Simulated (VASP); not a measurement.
Here is a VASP 6.6.1 calculation.

INCAR

```
PREC = Accurate ; ENCUT = 520
EDIFF = 1E-6 ; ISMEAR = 0
SIGMA = 0.02 ; LREAL = False
LASPH = True ; NELM = 100
ALGO = Normal ; ISIF = 2
LWAVE = False ; LCHARG = False
NBANDS = 40
```

The input KPOINTS:

```
Automatic mesh
0
Gamma
  9 9 9
```

The input POSCAR:

```
ZnInGaO4
1.0
    1.6390314508      0.9462952494      8.4948237090
   -1.6390314508      0.9462952494      8.4948237090
    0.0000000000     -1.8925904987      8.4948237090
Zn In Ga O
1 1 1 4
Direct
    0.2187087713      0.2187087713      0.2187087713
    0.0028222049      0.0028222049      0.0028222049
    0.7871787423      0.7871787423      0.7871787423
    0.2949088305      0.2949088305      0.2949088305
    0.7112761973      0.7112761973      0.7112761973
    0.1212406281      0.1212406281      0.1212406281
    0.8638656257      0.8638656257      0.8638656257
```

Potentials or basis: VASP PAW LDA potentials, release 64 (Zn, In_d, Ga_d, O).

The run is started by

```bash
$ cat potpaw_LDA.64/Zn/POTCAR potpaw_LDA.64/In_d/POTCAR potpaw_LDA.64/Ga_d/POTCAR potpaw_LDA.64/O/POTCAR > POTCAR
$ mpirun -np 1 vasp_std > vasp.out
```

Question: What does it give for the largest force?

Answer: 0.025 eV/Å.

Question: What does it give for the band gap on the k mesh?

Answer: 1.33 eV.

Question: Predict the pressure.

Answer: 1.3 GPa.

Forces in eV/Å, atoms in the order of the input:
```
Zn   0.000  0.000  0.007
In   0.000  0.000 -0.003
Ga   0.000  0.000 -0.007
O    0.000  0.000  0.010
O    0.000  0.000 -0.025
O    0.000  0.000 -0.007
O    0.000  0.000  0.025
```

Caveat: spin-orbit coupling is left out, which moves the levels of the heavy elements; an odd mesh through Γ misses points on the zone boundary, where band edges can lie.
